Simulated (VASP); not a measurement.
Ca2Sb3: single point with PBE

The system is Ca2Sb3.

```
Ca Sb
1.0
     3.56266    2.05690    6.48458
    -3.56266    2.05690    6.48458
     0.00000   -4.11381    6.48458
Ca Sb
4 6
Cartesian
  0.0000 0.0000 16.5781
  0.0000 0.0000 12.6025
  0.0000 0.0000 2.8757
  0.0000 0.0000 6.8512
  -1.3805 -2.0569 8.1057
  2.4716 -0.1671 8.1057
  -1.0911 2.2240 8.1057
  1.3805 2.0569 11.3480
  -2.4716 0.1671 11.3480
  1.0911 -2.2240 11.3480
```

```json
{"Program": "VASP 6.6.1", "Task": "single point", "Functional": "PBE", "Potentials or basis": "VASP PAW PBE potentials, release 64 (Ca_sv, Sb)", "Cutoff": "500 eV", "k mesh": "3 × 3 × 3", "Occupations": "gaussian, width 0.1 eV", "Spin": "no spin polarisation", "Dipole correction": "no", "Further INCAR settings": "ALGO = Normal; EDIFF = 1e-06; NBANDS = 46"}
```

```
Pressure               : 12.9 GPa
Largest force          : 0.774 eV/Å
Band gap on the k mesh : zero (bands 35 and 36 overlap by 0.06 eV)
```

Forces on the atoms (eV/Å):
```
Ca   0.000  0.000 -0.774
Ca   0.000  0.000  0.774
Ca   0.000  0.000  0.774
Ca   0.000  0.000 -0.774
Sb  -0.764  0.000  0.000
Sb   0.382 -0.662  0.000
Sb   0.382  0.662  0.000
Sb   0.764  0.000  0.000
Sb  -0.382  0.662  0.000
Sb  -0.382 -0.662  0.000
```

Stress tensor (GPa, compression positive):
```
13.75  0.00  0.00
 0.00 13.75  0.00
 0.00  0.00 11.09
```

Levels at points of the mesh, in eV from the Fermi level:
```
           k point  band 32  band 33  band 34  band 35  band 36  band 37  band 38  band 39
(0.00, 0.00, 0.00)    -0.57    -0.56    -0.18    -0.18     0.30     0.30     1.79     1.79
```

Run time: 3.2 min on 1 thread of Intel Xeon 8259CL (shared host), peak memory 0.45 GiB.

Caveat: the cell stands under pressure; spin-orbit coupling is left out, which moves the levels of the heavy elements.
